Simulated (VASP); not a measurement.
Input of a VASP 6.6.1 run:

File POSCAR:

```
PbS
1.0
    0.0000000000      2.9873891311      2.9873891311
    2.9873891311      0.0000000000      2.9873891311
    2.9873891311      2.9873891311      0.0000000000
Pb S
1 1
Direct
    0.0000000000      0.0000000000      0.0000000000
    0.5000000000      0.5000000000      0.5000000000
```

The input INCAR.step1:

```
SYSTEM = PbS
PREC = Accurate
ENCUT = 520
ISMEAR = 0
SIGMA = 0.01
LREAL = .False.
LASPH = .True.
NELM = 60
NBANDS = 17
GGA = PE
ALGO = Normal
EDIFF = 1E-4
LWAVE = .True.
LCHARG = .False.
```

Contents of INCAR.step2:

```
SYSTEM = PbS
PREC = Accurate
ENCUT = 520
EDIFF = 1E-6
ISMEAR = 0
SIGMA = 0.01
LREAL = .False.
LASPH = .True.
NELM = 60
ALGO = Normal
ISIF = 2
LWAVE = .False.
LCHARG = .False.
METAGGA = R2SCAN
LMIXTAU = .True.
NBANDS = 17
ISTART = 1
```

File KPOINTS:

```
regular mesh
0
Gamma
  8 8 8
  0 0 0
```

Potentials or basis: VASP PAW PBE potentials, release 64 (Pb_d, S).

Run with:

```bash
$ cat potpaw_PBE.64/Pb_d/POTCAR potpaw_PBE.64/S/POTCAR > POTCAR
$ cp INCAR.step1 INCAR
$ mpirun -np 1 vasp_std > vasp.out
$ cp INCAR.step2 INCAR
$ mpirun -np 1 vasp_std > vasp.out
```

(1) Predict the band gap on the k mesh.

(2) Estimate the pressure.

## Answers

(1) 0.70 eV, direct.

(2) 0.0 GPa.

Caveat: the PAW data sets were made with another functional, which shifts forces and pressure a little; spin-orbit coupling is left out, which moves the levels of the heavy elements.
